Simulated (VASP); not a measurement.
# Ga3Se (Pm-3m) in VASP: notebook

Ga3Se is run at these levels: PBE, PBEsol; tasks: relaxation of cell and atoms.

All numbers are computed with VASP 6.6.1; they aren't measurements. Logs are shortened: lines on timing, memory, paths and dates and some standing lists are left out, and cuts for length are marked.

## (1) The cell of the first run

Symmetry: Pm-3m, No. 221, cubic system. The conventional cell has a = 4.432 Å, b = 4.432 Å, c = 4.432 Å, α = 90.00°, β = 90.00°, γ = 90.00°. Ga (site symmetry 4/mmm) has 8 Ga at 3.13 Å and 4 Se at 3.13 Å within 4.1 Å. Within 4.1 Å of Se (site symmetry m-3m) lie 12 Ga at 3.13 Å.

## (2) Relaxation of cell and atoms, PBE

Input file INCAR:

```
  ALGO = Normal
  EDIFF = 1E-6
  EDIFFG = -0.01
  ENCUT = 600
  GGA = PE
  IBRION = 2
  ISIF = 3
  ISMEAR = 0
  LASPH = T
  LCHARG = F
  LREAL = F
  LWAVE = F
  NELM = 80
  NSW = 80
  PREC = Accurate
  SIGMA = 0.1
```

Input file KPOINTS:

```
k-points
0
Gamma
  10 10 10
```

Input file POSCAR:

```
Ga3Se
1.0
    4.4324650000      0.0000000000      0.0000000000
    0.0000000000      4.4324650000      0.0000000000
    0.0000000000      0.0000000000      4.4324650000
Ga Se
3 1
Direct
    0.0000000000      0.5000000000      0.5000000000
    0.5000000000      0.0000000000      0.5000000000
    0.5000000000      0.5000000000      0.0000000000
    0.0000000000      0.0000000000      0.0000000000
```

Potentials or basis: VASP PAW PBE potentials, release 64 (Ga_d, Se).

Started as:

```console
$ cat potpaw_PBE.64/Ga_d/POTCAR potpaw_PBE.64/Se/POTCAR > POTCAR
$ mpirun -np 1 vasp_std > vasp.out
```

OUTCAR:

```text
EDIFF = 1E-6
   EDIFFG = -0.01
   ENCUT = 600
   GGA = PE
   IBRION = 2
   ISIF = 3
   ISMEAR = 0
   LASPH = T
   LREAL = F
   NELM = 80
   NSW = 80
   PREC = Accurate

 ion  position               nearest neighbor table
   1  0.000  0.500  0.500-
   2  0.500  0.000  0.500-
   3  0.500  0.500  0.000-
   4  0.000  0.000  0.000-

  LATTYP: Found a simple cubic cell.
 ALAT       =     4.4324650000

  Lattice vectors:

 A1 = (   4.4324650000,   0.0000000000,   0.0000000000)
 A2 = (   0.0000000000,   4.4324650000,   0.0000000000)
 A3 = (   0.0000000000,   0.0000000000,   4.4324650000)

Analysis of symmetry for initial positions (statically):
=====================================================================
 Subroutine PRICEL returns:
 Original cell was already a primitive cell.

 Routine SETGRP: Setting up the symmetry group for a
 simple cubic supercell.

 Subroutine GETGRP returns: Found 48 space group operations
 (whereof 48 operations were pure point group operations)
 out of a pool of 48 trial point group operations.

The static configuration has the point symmetry O_h .

Analysis of symmetry for dynamics (positions and initial velocities):
=====================================================================
 Subroutine PRICEL returns:
 Original cell was already a primitive cell.

 Routine SETGRP: Setting up the symmetry group for a
 simple cubic supercell.

 Subroutine GETGRP returns: Found 48 space group operations
 (whereof 48 operations were pure point group operations)
 out of a pool of 48 trial point group operations.

The dynamic configuration has the point symmetry O_h .

 Subroutine INISYM returns: Found 48 space group operations
 (whereof 48 operations are pure point group operations),
 and found     1 'primitive' translations

----------------------------------------------------------------------------------------

                                     Primitive cell

  volume of cell :      87.0835

  direct lattice vectors                    reciprocal lattice vectors
     4.432465000  0.000000000  0.000000000     0.225608098  0.000000000  0.000000000
     0.000000000  4.432465000  0.000000000     0.000000000  0.225608098  0.000000000
     0.000000000  0.000000000  4.432465000     0.000000000  0.000000000  0.225608098

  length of vectors
     4.432465000  4.432465000  4.432465000     0.225608098  0.225608098  0.225608098

  position of ions in fractional coordinates (direct lattice)
     0.000000000  0.500000000  0.500000000
     0.500000000  0.000000000  0.500000000
     0.500000000  0.500000000  0.000000000
     0.000000000  0.000000000  0.000000000

  ion indices of the primitive-cell ions
   primitive index   ion index
                 1           1
                 2           2
                 3           3
                 4           4

----------------------------------------------------------------------------------------

 KPOINTS: k-points

Automatic generation of k-mesh.
 Grid dimensions read from file:
 generate k-points for:   10   10   10

 Generating k-lattice:

  Cartesian coordinates                     Fractional coordinates (reciprocal lattice)
     0.022560810  0.000000000  0.000000000     0.100000000  0.000000000  0.000000000
     0.000000000  0.022560810  0.000000000     0.000000000  0.100000000  0.000000000
     0.000000000  0.000000000  0.022560810     0.000000000  0.000000000  0.100000000

  Length of vectors
     0.022560810  0.022560810  0.022560810

  Shift w.r.t. Gamma in fractional coordinates (k-lattice)
     0.000000000  0.000000000  0.000000000

 Subroutine IBZKPT returns following result:
 ===========================================

 Found     56 irreducible k-points:

 Following reciprocal coordinates:
            Coordinates               Weight
  0.000000  0.000000  0.000000      1.000000
  0.100000  0.000000  0.000000      6.000000
  0.200000  0.000000  0.000000      6.000000
  0.300000  0.000000  0.000000      6.000000
  0.400000  0.000000  0.000000      6.000000
  0.500000  0.000000  0.000000      3.000000
[... 16 lines left out ...]
  0.200000  0.100000  0.100000     24.000000
  0.300000  0.100000  0.100000     24.000000
 [... further k-points ...]
   k-points           NKPTS =     56   k-points in BZ     NKDIM =     56   number of bands    NBANDS=     27
   number of dos      NEDOS =    301   number of ions     NIONS =      4
   total plane-waves  NPLWV =  46656
   dimension x,y,z NGX =    36 NGY =   36 NGZ =   36
   dimension x,y,z NGXF=    72 NGYF=   72 NGZF=   72
   ions per type =               3   1
   NGX,Y,Z   is equivalent  to a cutoff of  13.50, 13.50, 13.50 a.u.
   NGXF,Y,Z  is equivalent  to a cutoff of  27.00, 27.00, 27.00 a.u.
 SYSTEM =  unknown system
   PREC   = accura    normal or accurate (medium, high low for compatibility)
   ISTART =      0    job   : 0-new  1-cont  2-samecut
   ICHARG =      2    charge: 1-file 2-atom 10-const
   ISPIN  =      1    spin polarized calculation?
   LNONCOLLINEAR =      F non collinear calculations
   LSORBIT =      F    spin-orbit coupling
   LASPH  =      T    aspherical Exc in radial PAW
   ENCUT  =  600.0 eV  44.10 Ry    6.64 a.u.   8.85  8.85  8.85*2*pi/ulx,y,z
   NELM   =     80;   NELMIN=  2; NELMDL= -5     # of ELM steps
   EDIFF  = 0.1E-05   stopping-criterion for ELM
   LREAL  =      F    real-space projection
   EDIFFG = -.1E-01   stopping-criterion for IOM
   NSW    =     80    number of steps for IOM
   IBRION =      2    ionic relax: 0-MD 1-quasi-New 2-CG
   NFREE  =      1    steps in history (QN), initial steepest desc. (CG)
   ISIF   =      3    stress and relaxation
   ISYM   =      2    0-nonsym 1-usesym 2-fastsym
   POTIM  = 0.5000    time-step for ionic-motion
   TEBEG  =    0.0;   TEEND  =   0.0 temperature during run
   PSTRESS=    0.0 pullay stress
   NELECT =      45.0000    total number of electrons
   NUPDOWN=      -1.0000    fix difference up-down
   EMIN   =  10.00;   EMAX   =-10.00  energy-range for DOS
   EFERMI =   0.00;   METHOD = LEGACY
   ISMEAR =     0;   SIGMA  =   0.10  broadening in eV -4-tet -1-fermi 0-gaus
   EFERMI_NEDOS =   21; number of points for ismear=-14 and -15
   IALGO  =     38    algorithm
   IMIX   =      4    mixing-type and parameters
     AMIX     =   0.40;   BMIX     =  1.00
     AMIX_MAG =   1.60;   BMIX_MAG =  1.00
  volume/ion in A,a.u.               =      21.77       146.92
  Fermi-wavevector in a.u.,A,eV,Ry     =   1.313713  2.482557 23.481488  1.725841
  Thomas-Fermi vector in A             =   2.444016
   LORBIT       =      0    0 simple, 1 ext, 2 COOP (PROOUT), +10 PAW based schemes
   GGA     = PE    functional components
   LHFCALC =     F    Hartree Fock is set to
   AEXX    =    0.0000 exact exchange contribution
   IVDW    =     0    specifies the selected vdW correction
   LEPSILON=     F    determine dielectric tensor
   LRPA    =     F    only Hartree local field effects (RPA)
 conjugate gradient relaxation of ions
 non-spin polarized calculation
 Gauss-broadening in eV      SIGMA  =   0.10
  energy-cutoff  :      600.00
  volume of cell :       87.08
 maximum number of plane-waves:      2945
 NGX is ok and might be reduce to    36
   NGX = 17   NGY = 17   NGZ = 17

--------------------------------------- Ionic step        1  -------------------------------------------

 number of electron      44.9999944 magnetization

 Free energy of the ion-electron system (eV)
  ---------------------------------------------------
  ext. energy  EPLUGINS =         0.00000000
  ---------------------------------------------------
  free energy    TOTEN  =       -12.41727737 eV

  energy without entropy =      -12.40552726  energy(sigma->0) =      -12.41140232

------------------------ aborting loop because EDIFF is reached ----------------------------------------

  FORCE on cell =-STRESS in cart. coord.  units (eV):
  Direction    XX          YY          ZZ          XY          YZ          ZX
  --------------------------------------------------------------------------------------
  -------------------------------------------------------------------------------------
  Total       -0.2823996     -0.2823996     -0.2823996      0.0000000      0.0000000     -0.0000000
  in kB       -5.1956366     -5.1956366     -5.1956366      0.0000000      0.0000000     -0.0000000
  external PRESSURE =      -5.1956366 kB  Pullay stress =       0.0000000 kB

 VOLUME and BASIS-vectors are now :
 -----------------------------------------------------------------------------
  energy-cutoff  :      600.00
  volume of cell :       87.08
      direct lattice vectors                 reciprocal lattice vectors
     4.432465000  0.000000000  0.000000000     0.225608098  0.000000000  0.000000000
     0.000000000  4.432465000  0.000000000     0.000000000  0.225608098  0.000000000
     0.000000000  0.000000000  4.432465000     0.000000000  0.000000000  0.225608098
[... 115 lines left out ...]
 POSITION                                       TOTAL-FORCE (eV/Angst)
 -----------------------------------------------------------------------------------
      0.00000      2.20254      2.20254         0.000000     -0.000000      0.000000
      2.20254      0.00000      2.20254         0.000000      0.000000      0.000000
      2.20254      2.20254     -0.00000        -0.000000     -0.000000      0.000000
      0.00000      0.00000      0.00000        -0.000000     -0.000000      0.000000
 -----------------------------------------------------------------------------------
    total drift:                                0.000000      0.000000      0.000000

  FREE ENERGIE OF THE ION-ELECTRON SYSTEM (eV)
  ---------------------------------------------------
  free  energy   TOTEN  =       -12.4196901458 eV

  energy  without entropy=      -12.4074979107  energy(sigma->0) =      -12.41359403

--------------------------------------- Ionic step        5  -------------------------------------------

 number of electron      44.9999952 magnetization

 Free energy of the ion-electron system (eV)
  ---------------------------------------------------
  ext. energy  EPLUGINS =         0.00000000
  ---------------------------------------------------
  free energy    TOTEN  =       -12.41977855 eV

  energy without entropy =      -12.40765302  energy(sigma->0) =      -12.41371578

 E-fermi :   4.7607     XC(G=0): -10.3421

 val. band max:        4.7455170318   @ k =   0.4000   0.3000   0.1000
 cond. band min:       4.7751849777   @ k =   0.2000   0.1000   0.1000
 fundamental gap:      0.0296679459
 Fermi energy:         4.7607188585

 k-point     1 :       0.0000    0.0000    0.0000
  band No.  band energies     occupation
      1     -10.2837      2.00000
      2     -10.2591      2.00000
      3     -10.2591      2.00000
      4     -10.2591      2.00000
      5     -10.2072      2.00000
      6     -10.2072      2.00000
[... 19 lines left out ...]
     26       9.2190      0.00000
     27       9.2190      0.00000
[... 667 lines left out ...]
      5     -10.1939      2.00000
      6     -10.1721      2.00000
[... 19 lines left out ...]
     26       7.2091      0.00000
     27       7.7409      0.00000

 [... further k-points ...]
[... 5 lines left out ...]
  --------------------------------------------------------------------------------------
  -------------------------------------------------------------------------------------
  Total       -0.0069636     -0.0069636     -0.0069636     -0.0000000      0.0000000      0.0000000
  in kB       -0.1301203     -0.1301203     -0.1301203     -0.0000000      0.0000000      0.0000000
  external PRESSURE =      -0.1301203 kB  Pullay stress =       0.0000000 kB

 VOLUME and BASIS-vectors are now :
 -----------------------------------------------------------------------------
  energy-cutoff  :      600.00
  volume of cell :       85.74
      direct lattice vectors                 reciprocal lattice vectors
     4.409601641  0.000000000 -0.000000000     0.226777855 -0.000000000 -0.000000000
     0.000000000  4.409601641 -0.000000000    -0.000000000  0.226777855 -0.000000000
     0.000000000  0.000000000  4.409601641     0.000000000  0.000000000  0.226777855

 POSITION                                       TOTAL-FORCE (eV/Angst)
 -----------------------------------------------------------------------------------
      0.00000      2.20480      2.20480         0.000000     -0.000000      0.000000
      2.20480      0.00000      2.20480         0.000000      0.000000      0.000000
      2.20480      2.20480     -0.00000        -0.000000     -0.000000      0.000000
      0.00000      0.00000      0.00000        -0.000000     -0.000000      0.000000
 -----------------------------------------------------------------------------------
    total drift:                                0.000000      0.000000      0.000000

  FREE ENERGIE OF THE ION-ELECTRON SYSTEM (eV)
  ---------------------------------------------------
  free  energy   TOTEN  =       -12.4197785502 eV

  energy  without entropy=      -12.4076530190  energy(sigma->0) =      -12.41371578

 reached required accuracy - stopping structural energy minimisation
```

It took 3.8 min on 1 thread of Intel Xeon 6975P-C (Granite Rapids), shared host; peak memory 0.31 GiB.

Results:

```yaml
Free_energy: -12.4198 eV
Relaxed_volume: 21.44 Å³/atom
Relaxed_cell: a = 4.410 Å, b = 4.410 Å, c = 4.410 Å, α = 90.00°, β = 90.00°, γ = 90.00°
Space_group_after_relaxing_to_0.1_Å: Pm-3m (No. 221)
Energy_gained_by_relaxing: 0.6 meV/atom
Ionic_steps: 5
Pressure_after_relaxing: 0.0 GPa
Band_gap_on_the_k_mesh: zero (an odd number of electrons rules out a gap without spin polarisation)
```

Step by step:
```tsv
step	energy change (eV)	largest force (eV/Å)	pressure (GPa)	volume (Å³)
1	0.0000	0.0000	-0.52	87.08
2	-0.0022	0.0000	-0.19	86.20
3	-0.0024	0.0000	-0.10	85.96
4	-0.0024	0.0000	0.13	85.48
5	-0.0025	0.0000	-0.01	85.74
```

Final structure:
```cif
data_structure
_symmetry_space_group_name_H-M 'P 1'
_symmetry_Int_Tables_number 1
_cell_length_a 4.4096
_cell_length_b 4.4096
_cell_length_c 4.4096
_cell_angle_alpha 90.000
_cell_angle_beta 90.000
_cell_angle_gamma 90.000
_cell_volume 85.74
loop_
_atom_site_label
_atom_site_type_symbol
_atom_site_fract_x
_atom_site_fract_y
_atom_site_fract_z
_atom_site_occupancy
Ga1 Ga 0.00000 0.50000 0.50000 1
Ga2 Ga 0.50000 0.00000 0.50000 1
Ga3 Ga 0.50000 0.50000 0.00000 1
Se1 Se 0.00000 0.00000 0.00000 1
```

## (3) Relaxation of cell and atoms, PBEsol

Input file INCAR:

```
SYSTEM = Ga3Se
PREC     = Accurate       ! precision mode
ENCUT    = 600            ! plane-wave cutoff, eV
EDIFF    = 1E-6           ! SCF threshold, eV
ISMEAR   = 0              ! smearing method
SIGMA    = 0.1            ! smearing width, eV
LREAL    = .FALSE.        ! projectors in reciprocal space
LASPH    = .TRUE.         ! aspherical terms in the spheres
NELM     = 80             ! most SCF steps
ALGO     = Normal         ! electronic algorithm
ISIF     = 3              ! what is computed and relaxed
LWAVE    = .FALSE.        ! write WAVECAR
LCHARG   = .FALSE.        ! write CHGCAR
GGA      = PS             ! functional
IBRION   = 2              ! ionic algorithm
NSW      = 80             ! ionic steps
EDIFFG   = -0.01          ! ionic threshold
```

Input file KPOINTS:

```
Automatic mesh
0
G
  10 10 10
  0 0 0
```

POSCAR is that of step 2.

Potentials or basis: VASP PAW PBE potentials, release 64 (Ga_d, Se).

Started as:

```console
$ cat potpaw_PBE.64/Ga_d/POTCAR potpaw_PBE.64/Se/POTCAR > POTCAR
$ mpirun -np 1 vasp_std > vasp.out
```

OUTCAR:

```text
SYSTEM = Ga3Se
   PREC = Accurate
   ENCUT = 600
   EDIFF = 1E-6
   ISMEAR = 0
   LREAL = .FALSE.
   LASPH = .TRUE.
   NELM = 80
   ISIF = 3
   GGA = PS
   IBRION = 2
   NSW = 80
   EDIFFG = -0.01

 ion  position               nearest neighbor table
   1  0.000  0.500  0.500-
   2  0.500  0.000  0.500-
   3  0.500  0.500  0.000-
   4  0.000  0.000  0.000-

  LATTYP: Found a simple cubic cell.
 ALAT       =     4.4324650000

  Lattice vectors:

 A1 = (   4.4324650000,   0.0000000000,   0.0000000000)
 A2 = (   0.0000000000,   4.4324650000,   0.0000000000)
 A3 = (   0.0000000000,   0.0000000000,   4.4324650000)
[... 191 lines left out ...]
  external PRESSURE =     -36.4617797 kB  Pullay stress =       0.0000000 kB
[... 101 lines left out ...]
--------------------------------------- Ionic step        4  -------------------------------------------

 number of electron      45.0000043 magnetization

 Free energy of the ion-electron system (eV)
  ---------------------------------------------------
  ext. energy  EPLUGINS =         0.00000000
  ---------------------------------------------------
  free energy    TOTEN  =       -14.03735998 eV

  energy without entropy =      -14.02443434  energy(sigma->0) =      -14.03089716

 E-fermi :   5.3064     XC(G=0): -10.8468

 val. band max:        5.2999779171   @ k =   0.4000   0.3000   0.1000
 cond. band min:       5.3301651367   @ k =   0.2000   0.2000   0.0000
 fundamental gap:      0.0301872196
 Fermi energy:         5.3064339833

 k-point     1 :       0.0000    0.0000    0.0000
  band No.  band energies     occupation
      1      -9.7404      2.00000
      2      -9.6747      2.00000
      3      -9.6747      2.00000
      4      -9.6747      2.00000
      5      -9.6113      2.00000
      6      -9.6113      2.00000
[... 709 lines left out ...]
     26       7.8260      0.00000
     27       8.3426      0.00000

 [... further k-points ...]
[... 5 lines left out ...]
  --------------------------------------------------------------------------------------
  -------------------------------------------------------------------------------------
  Total       -0.0218640     -0.0218640     -0.0218640     -0.0000000      0.0000000     -0.0000000
  in kB       -0.4407959     -0.4407959     -0.4407959     -0.0000000      0.0000000     -0.0000000
  external PRESSURE =      -0.4407959 kB  Pullay stress =       0.0000000 kB
[... 19 lines left out ...]
  FREE ENERGIE OF THE ION-ELECTRON SYSTEM (eV)
  ---------------------------------------------------
  free  energy   TOTEN  =       -14.0373599835 eV

  energy  without entropy=      -14.0244343371  energy(sigma->0) =      -14.03089716

 reached required accuracy - stopping structural energy minimisation
```

Run time: 3.3 min. Hardware: 1 thread of Intel Xeon 6975P-C (Granite Rapids), shared host; peak memory 0.3 GiB.

What came out:

* Free energy: -14.0374 eV
* Relaxed volume: 19.87 Å³/atom
* Relaxed cell: a = 4.299 Å, b = 4.299 Å, c = 4.299 Å, α = 90.00°, β = 90.00°, γ = 90.00°
* Space group after relaxing (to 0.1 Å): Pm-3m (No. 221)
* Energy gained by relaxing: 23.8 meV/atom
* Ionic steps: 4
* Pressure after relaxing: 0.0 GPa
* Band gap on the k mesh: zero (an odd number of electrons rules out a gap without spin polarisation)

The path:
```
step  energy change (eV)  largest force (eV/Å)  pressure (GPa)  volume (Å³)
   1              0.0000                0.0000           -3.65        87.08
   2             -0.0904                0.0000           -0.96        80.99
   3             -0.0950                0.0000            0.09        79.32
   4             -0.0950                0.0000           -0.04        79.47
```

Final structure:
```yaml
crystal:
  lattice:
    - [4.29933, 0.00000, 0.00000]
    - [0.00000, 4.29933, 0.00000]
    - [0.00000, 0.00000, 4.29933]
  atoms:
    - { symbol: Ga, position: [0.00000, 0.50000, 0.50000] }
    - { symbol: Ga, position: [0.50000, 0.00000, 0.50000] }
    - { symbol: Ga, position: [0.50000, 0.50000, 0.00000] }
    - { symbol: Se, position: [0.00000, 0.00000, 0.00000] }
```

Levels at points of the mesh, in eV from the Fermi level:
| k point | band 19 | band 20 | band 21 | band 22 | band 23 | band 24 | band 25 | band 26 | band 27 |
| --- | --- | --- | --- | --- | --- | --- | --- | --- | --- |
| (0.00, 0.00, 0.00) | -4.14 | -4.14 | -2.71 | -2.71 | 1.74 | 1.74 | 1.74 | 4.64 | 4.64 |
| (0.50, 0.00, 0.00) | -3.09 | -3.09 | -1.83 | -1.11 | -0.42 | -0.42 | 0.98 | 4.48 | 4.48 |
| (0.50, 0.50, 0.00) | -6.73 | -2.37 | -0.90 | -0.52 | -0.52 | 1.59 | 1.59 | 1.61 | 1.92 |
| (0.50, 0.50, 0.50) | -5.41 | -5.16 | -5.16 | -5.16 | -3.85 | 4.39 | 4.39 | 4.39 | 9.27 |

Caveat: the PAW data sets were made with another functional, which shifts forces and pressure a little.

The gap in the log of VASP goes by the Fermi energy; the results here count the filled bands.